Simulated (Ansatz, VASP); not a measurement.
# YS: VASP beside Ansatz

```xyz
2
Lattice="0.0000 2.7711 2.7437 2.7711 0.0000 2.7437 2.7711 2.7711 0.0000" Properties=species:S:1:pos:R:3 pbc="T T T"
Y     2.7711    2.7711    2.7437
S     0.0000    0.0000    0.0000
```

Change from the starting cell: equal xx and yy strain of +1 %, crystal datasets.

Alike in both runs: task electric field gradients; functional LDA; k mesh 8 × 8 × 8; occupations fermi-dirac, width 0.01 eV; no spin polarisation.

|  | VASP | Ansatz |
| --- | --- | --- |
| version | VASP 6.6.1 | Ansatz 0.2.0 |
| potentials or method | VASP PAW LDA potentials, release 64 (Y_sv, S), cutoff 520 eV | all-electron PAW with datasets made for the crystal, scalar-relativistic |

Ansatz gave:

- pressure (GPa): -5.5
- traceless stress, the component that is largest in VASP (GPa): 1.38
- size of Vzz on the site where it differs most (V/Å²): 11.0

Question: Estimate VASP's values.

Answer: Pressure (GPa): -5.5; traceless stress, the component that is largest in VASP (GPa): 1.39; size of Vzz on the site where it differs most (V/Å²): 10.3.

LDA's correlation is that of Perdew and Zunger in VASP and of Perdew and Wang (1992) in Ansatz. Ansatz ran all-electron here, and VASP with PAW potentials.
